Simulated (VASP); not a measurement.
# Mo (P6/mmm) in VASP: single point with r2SCAN

Aim: the single point of Mo with r2SCAN.

Program: VASP 6.6.1. These are calculated values, not measurements. Logs are shortened: lines on timing, memory, paths and dates and some standing lists are left out, and cuts for length are marked.

## Step 1: The cell of the first run

It takes space group P6/mmm (No. 191, hexagonal). Conventional cell: a = 2.749 Å, b = 2.749 Å, c = 2.534 Å, α = 90.00°, β = 90.00°, γ = 120.00°. Within 3.3 Å of Mo (site symmetry 6/mmm) lie 8 Mo at 2.53 to 2.75 Å.

This isn't the form of Mo at room conditions, which is bcc.

## Step 2: Single point, r2SCAN

File POSCAR:

```
Mo
1.0
    2.7488179333      0.0000000000      0.0000000000
   -1.3744089666      2.3805461606      0.0000000000
    0.0000000000      0.0000000000      2.5339005437
Mo
1
Direct
    0.0000000000      0.0000000000      0.5000000000
```

File INCAR.step1:

```
PREC = Accurate
ENCUT = 520
ISMEAR = 0
SIGMA = 0.15
LREAL = F
LASPH = T
NELM = 60
NBANDS = 13
GGA = PE
ALGO = Normal
EDIFF = 1E-4
LWAVE = T
LCHARG = F
```

File INCAR.step2:

```
PREC = Accurate
ENCUT = 520
EDIFF = 1E-6
ISMEAR = 0
SIGMA = 0.15
LREAL = F
LASPH = T
NELM = 60
ALGO = Normal
ISIF = 2
LWAVE = F
LCHARG = F
METAGGA = R2SCAN
LMIXTAU = T
NBANDS = 13
ISTART = 1
```

File KPOINTS:

```
Automatic mesh
0
Gamma
  12 12 14
```

Potentials or basis: VASP PAW PBE potentials, release 64 (Mo_sv).

Command:

```
> cat potpaw_PBE.64/Mo_sv/POTCAR > POTCAR
> cp INCAR.step1 INCAR
> mpirun -np 1 vasp_std > vasp.out
> cp INCAR.step2 INCAR
> mpirun -np 1 vasp_std > vasp.out
```

OUTCAR:

```text
PREC = Accurate
   ENCUT = 520
   EDIFF = 1E-6
   ISMEAR = 0
   LREAL = F
   LASPH = T
   NELM = 60
   ISIF = 2
   METAGGA = R2SCAN
   ISTART = 1

 ion  position               nearest neighbor table
   1  0.000  0.000  0.500-

  LATTYP: Found a hexagonal cell.
 ALAT       =     2.7488179333
 C/A-ratio  =     0.9218146146

  Lattice vectors:

 A1 = (   2.7488179333,   0.0000000000,   0.0000000000)
 A2 = (  -1.3744089666,   2.3805461606,   0.0000000000)
 A3 = (   0.0000000000,   0.0000000000,   2.5339005437)

Analysis of symmetry for initial positions (statically):
=====================================================================
 Subroutine PRICEL returns:
 Original cell was already a primitive cell.

 Routine SETGRP: Setting up the symmetry group for a
 hexagonal supercell.

 Subroutine GETGRP returns: Found 24 space group operations
 (whereof 24 operations were pure point group operations)
 out of a pool of 24 trial point group operations.

The static configuration has the point symmetry D_6h.

Analysis of symmetry for dynamics (positions and initial velocities):
=====================================================================
 Subroutine PRICEL returns:
 Original cell was already a primitive cell.

 Routine SETGRP: Setting up the symmetry group for a
 hexagonal supercell.

 Subroutine GETGRP returns: Found 24 space group operations
 (whereof 24 operations were pure point group operations)
 out of a pool of 24 trial point group operations.

The dynamic configuration has the point symmetry D_6h.

 Subroutine INISYM returns: Found 24 space group operations
 (whereof 24 operations are pure point group operations),
 and found     1 'primitive' translations

----------------------------------------------------------------------------------------

                                     Primitive cell

  volume of cell :      16.5811

  direct lattice vectors                    reciprocal lattice vectors
     2.748817933  0.000000000  0.000000000     0.363792737  0.210035835  0.000000000
    -1.374408967  2.380546161  0.000000000     0.000000000  0.420071669  0.000000000
     0.000000000  0.000000000  2.533900544     0.000000000  0.000000000  0.394648481

  length of vectors
     2.748817933  2.748817933  2.533900544     0.420071669  0.420071669  0.394648481

  position of ions in fractional coordinates (direct lattice)
     0.000000000  0.000000000  0.500000000

  ion indices of the primitive-cell ions
   primitive index   ion index
                 1           1

----------------------------------------------------------------------------------------

 KPOINTS: Automatic mesh

Automatic generation of k-mesh.
 Grid dimensions read from file:
 generate k-points for:   12   12   14

 Generating k-lattice:

  Cartesian coordinates                     Fractional coordinates (reciprocal lattice)
     0.030316061  0.017502986  0.000000000     0.083333333  0.000000000  0.000000000
     0.000000000  0.035005972  0.000000000     0.000000000  0.083333333  0.000000000
     0.000000000  0.000000000  0.028189177     0.000000000  0.000000000  0.071428571

  Length of vectors
     0.035005972  0.035005972  0.028189177

  Shift w.r.t. Gamma in fractional coordinates (k-lattice)
     0.000000000  0.000000000  0.000000000

 Subroutine IBZKPT returns following result:
 ===========================================

 Found    152 irreducible k-points:

 Following reciprocal coordinates:
            Coordinates               Weight
  0.000000  0.000000  0.000000      1.000000
  0.083333  0.000000  0.000000      6.000000
  0.166667 -0.000000  0.000000      6.000000
  0.250000  0.000000  0.000000      6.000000
  0.333333  0.000000  0.000000      6.000000
  0.416667  0.000000  0.000000      6.000000
[... 16 lines left out ...]
  0.250000  0.000000  0.071429     12.000000
  0.333333  0.000000  0.071429     12.000000
 [... further k-points ...]
   k-points           NKPTS =    152   k-points in BZ     NKDIM =    152   number of bands    NBANDS=     13
   number of dos      NEDOS =    301   number of ions     NIONS =      1
   total plane-waves  NPLWV =   8000
   dimension x,y,z NGX =    20 NGY =   20 NGZ =   20
   dimension x,y,z NGXF=    40 NGYF=   40 NGZF=   40
   ions per type =               1
   NGX,Y,Z   is equivalent  to a cutoff of  12.10, 12.10, 13.12 a.u.
   NGXF,Y,Z  is equivalent  to a cutoff of  24.19, 24.19, 26.24 a.u.
 SYSTEM =  unknown system
   PREC   = accura    normal or accurate (medium, high low for compatibility)
   ISTART =      1    job   : 0-new  1-cont  2-samecut
   ICHARG =      0    charge: 1-file 2-atom 10-const
   ISPIN  =      1    spin polarized calculation?
   LNONCOLLINEAR =      F non collinear calculations
   LSORBIT =      F    spin-orbit coupling
   LASPH  =      T    aspherical Exc in radial PAW
   ENCUT  =  520.0 eV  38.22 Ry    6.18 a.u.   5.11  5.11  4.71*2*pi/ulx,y,z
   NELM   =     60;   NELMIN=  2; NELMDL=  0     # of ELM steps
   EDIFF  = 0.1E-05   stopping-criterion for ELM
   LREAL  =      F    real-space projection
   EDIFFG = 0.1E-04   stopping-criterion for IOM
   NSW    =      0    number of steps for IOM
   IBRION =     -1    ionic relax: 0-MD 1-quasi-New 2-CG
   NFREE  =      0    steps in history (QN), initial steepest desc. (CG)
   ISIF   =      2    stress and relaxation
   ISYM   =      2    0-nonsym 1-usesym 2-fastsym
   POTIM  = 0.5000    time-step for ionic-motion
   TEBEG  =    0.0;   TEEND  =   0.0 temperature during run
   PSTRESS=    0.0 pullay stress
   NELECT =      14.0000    total number of electrons
   NUPDOWN=      -1.0000    fix difference up-down
   EMIN   =  10.00;   EMAX   =-10.00  energy-range for DOS
   EFERMI =   0.00;   METHOD = LEGACY
   ISMEAR =     0;   SIGMA  =   0.15  broadening in eV -4-tet -1-fermi 0-gaus
   EFERMI_NEDOS =   21; number of points for ismear=-14 and -15
   IALGO  =     38    algorithm
   IMIX   =      4    mixing-type and parameters
     AMIX     =   0.40;   BMIX     =  1.00
     AMIX_MAG =   1.60;   BMIX_MAG =  1.00
  volume/ion in A,a.u.               =      16.58       111.89
  Fermi-wavevector in a.u.,A,eV,Ry     =   1.547320  2.924011 32.575056  2.394199
  Thomas-Fermi vector in A             =   2.652430
   LORBIT       =      0    0 simple, 1 ext, 2 COOP (PROOUT), +10 PAW based schemes
   METAGGA = R2SCAN    functional components
   LHFCALC =     F    Hartree Fock is set to
   AEXX    =    0.0000 exact exchange contribution
   IVDW    =     0    specifies the selected vdW correction
   LEPSILON=     F    determine dielectric tensor
   LRPA    =     F    only Hartree local field effects (RPA)
 non-spin polarized calculation
 Gauss-broadening in eV      SIGMA  =   0.15
  energy-cutoff  :      520.00
  volume of cell :       16.58
 maximum number of plane-waves:       460
   NGX = 11   NGY = 11   NGZ =  9

 number of electron      14.0000004 magnetization

 Free energy of the ion-electron system (eV)
  ---------------------------------------------------
  ext. energy  EPLUGINS =         0.00000000
  ---------------------------------------------------
  free energy    TOTEN  =       -25.15080713 eV

  energy without entropy =      -25.14027415  energy(sigma->0) =      -25.14554064

 E-fermi :  11.5536     XC(G=0): -14.1329

 val. band max:       11.5358021395   @ k =   0.0833   0.0000   0.3571
 cond. band min:      11.5781475892   @ k =   0.1667  -0.0000   0.0000
 fundamental gap:      0.0423454497
 Fermi energy:        11.5535778075

 k-point     1 :       0.0000    0.0000    0.0000
  band No.  band energies     occupation
      1     -51.4660      2.00000
      2     -23.9909      2.00000
      3     -23.9909      2.00000
      4     -23.8327      2.00000
      5       4.3590      2.00000
      6       6.8300      2.00000
      7      10.5753      2.00000
      8      10.5753      2.00000
      9      15.9584      0.00000
     10      15.9584      0.00000
     11      24.9537      0.00000
     12      28.6367      0.00000
     13      33.1567      0.00000

 k-point     2 :       0.0833    0.0000    0.0000
  band No.  band energies     occupation
      1     -51.4505      2.00000
      2     -24.0925      2.00000
      3     -24.0135      2.00000
      4     -23.8225      2.00000
      5       4.6404      2.00000
      6       6.9464      2.00000
      7      10.2973      2.00000
      8      10.8321      2.00000
      9      15.6782      0.00000
     10      15.9118      0.00000
     11      25.5829      0.00000
     12      29.1805      0.00000
     13      31.7008      0.00000

 k-point     3 :       0.1667   -0.0000    0.0000
  band No.  band energies     occupation
      1     -51.4079      2.00000
      2     -24.3648      2.00000
      3     -24.0745      2.00000
      4     -23.7946      2.00000
      5       5.3796      2.00000
      6       7.2640      2.00000
      7       9.7260      2.00000
      8      11.5781      0.81681
      9      14.9928      0.00000
     10      15.7867      0.00000
     11      26.9257      0.00000
     12      29.5873      0.00000
     13      30.6099      0.00000
[... 305 lines left out ...]
 k-point    23 :       0.2500    0.0000    0.0714
  band No.  band energies     occupation
      1     -51.3358      2.00000
      2     -24.7142      2.00000
      3     -24.1476      2.00000
      4     -23.8578      2.00000
      5       6.3865      2.00000
      6       7.7290      2.00000
      7       9.6327      2.00000
      8      12.7621      0.00000
      9      13.9772      0.00000
     10      15.3580      0.00000
     11      26.3895      0.00000
     12      29.6815      0.00000
     13      29.9099      0.00000

 k-point    24 :       0.3333    0.0000    0.0714
  band No.  band energies     occupation
      1     -51.2766      2.00000
      2     -25.0619      2.00000
      3     -24.2287      2.00000
      4     -23.8176      2.00000
      5       6.7179      2.00000
      6       7.8717      2.00000
      7      10.4061      2.00000
      8      13.4918      0.00000
      9      14.1385      0.00000
     10      15.1951      0.00000
     11      24.3985      0.00000
     12      28.1741      0.00000
     13      30.0564      0.00000

 [... further k-points ...]

------------------------ aborting loop because EDIFF is reached ----------------------------------------

  FORCE on cell =-STRESS in cart. coord.  units (eV):
  Direction    XX          YY          ZZ          XY          YZ          ZX
  --------------------------------------------------------------------------------------
  -------------------------------------------------------------------------------------
  Total        0.1778460      0.1778460     -0.1358307      0.0000000      0.0000000      0.0000000
  in kB       17.1847213     17.1847213    -13.1249079      0.0000000      0.0000000      0.0000000
  external PRESSURE =       7.0815116 kB  Pullay stress =       0.0000000 kB

 VOLUME and BASIS-vectors are now :
 -----------------------------------------------------------------------------
  energy-cutoff  :      520.00
  volume of cell :       16.58
      direct lattice vectors                 reciprocal lattice vectors
     2.748817933  0.000000000  0.000000000     0.363792737  0.210035835  0.000000000
    -1.374408967  2.380546161  0.000000000     0.000000000  0.420071669  0.000000000
     0.000000000  0.000000000  2.533900544     0.000000000  0.000000000  0.394648481

 POSITION                                       TOTAL-FORCE (eV/Angst)
 -----------------------------------------------------------------------------------
      0.00000      0.00000      1.26695         0.000000      0.000000      0.000000
 -----------------------------------------------------------------------------------
    total drift:                               -0.000000      0.000000     -0.000000

  FREE ENERGIE OF THE ION-ELECTRON SYSTEM (eV)
  ---------------------------------------------------
  free  energy   TOTEN  =       -25.1508071277 eV

  energy  without entropy=      -25.1402741515  energy(sigma->0) =      -25.14554064
```

Wall time 2.3 min (1 thread of Intel Xeon 8259CL, shared host); peak memory 0.15 GiB.

What came out:

| Property | Result |
| --- | --- |
| Free energy | -25.1508 eV |
| Pressure | 0.7 GPa |
| Band gap on the k mesh | zero (bands 7 and 8 overlap by 1.86 eV) |

Caveat: the PAW data sets were made with another functional, which shifts forces and pressure a little.
